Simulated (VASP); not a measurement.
Runs of VASP 6.6.1 on Ti. The structure is that of space group Im-3m (No. 229), or close to it. The cells are those of the table. 

```csv
cell,gap on the mesh (eV),pressure (GPa)
"a = 2.699 Å, angles 110.2, 110.2, 108.1°, 1 atom",none,18.2
"a = 2.957 Å, angles 109.5°, 1 atom",none,(b)
"a = 2.840 Å, angles 108.1, 108.1, 112.1°, 1 atom",none,(a)
"a = 2.723 Å, angles 110.9, 110.9, 106.7°, 1 atom",none,14.2
"a = 2.887 Å, angles 109.5°, 1 atom",none,-6.9
"a = 2.840 Å, angles 110.1, 110.1, 108.1°, 1 atom",none,-2.2
```

Alike in all rows: task single point; level r2SCAN; potentials or basis VASP PAW PBE potentials, release 64 (Ti_sv); no spin polarisation; k mesh 26 × 26 × 26; cutoff (eV) 520; smearing gaussian 0.15 eV.

**Question.** Estimate the missing entries.

**Answer.** (a) -2.0; (b) -12.3.

Caveats: the PAW data sets were made with another functional, which shifts forces and pressure a little; the cell stands under pressure (at least some runs); the cell stands under tension (at least some runs).

A gap of «none» marks levels without a gap at the run's occupations.
